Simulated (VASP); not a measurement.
Here is a VASP 6.6.1 calculation.

Contents of POSCAR:

```
N
1.0
    2.5194737886      0.0000000000      0.0000000000
   -1.2597368943      2.1819283051      0.0000000000
    0.0000000000      0.0000000000      2.4460020000
N
2
Direct
    0.6666666700      0.3333333300      0.2500000000
    0.3333333300      0.6666666700      0.7500000000
```

The input INCAR.step1:

```
PREC = Accurate ; ENCUT = 520
ISMEAR = 0 ; SIGMA = 0.1
LREAL = False ; LASPH = True
NELM = 100 ; NBANDS = 12
GGA = PE ; ALGO = Normal
EDIFF = 1E-4 ; LWAVE = True
LCHARG = False
```

File INCAR.step2:

```
PREC = Accurate ; ENCUT = 520
EDIFF = 1E-6 ; ISMEAR = 0
SIGMA = 0.1 ; LREAL = False
LASPH = True ; NELM = 100
ALGO = Normal ; ISIF = 2
LWAVE = False ; LCHARG = False
METAGGA = R2SCAN ; LMIXTAU = True
NBANDS = 12 ; ISTART = 1
```

File KPOINTS:

```
regular mesh
0
Gamma
  9 9 8
```

Potentials or basis: VASP PAW PBE potentials, release 64 (N).

Launch:

```bash
$ cat potpaw_PBE.64/N/POTCAR > POTCAR
$ cp INCAR.step1 INCAR
$ mpirun -np 1 vasp_std > vasp.out
$ cp INCAR.step2 INCAR
$ mpirun -np 1 vasp_std > vasp.out
```

(1) Predict the band gap on the k mesh.

(2) Predict the pressure.

Answers

(1) zero (band 5 reaches 7.78 eV, above the bottom of band 6 at 2.93 eV).

(2) 5.3 GPa.

Caveat: the PAW data sets were made with another functional, which shifts forces and pressure a little.
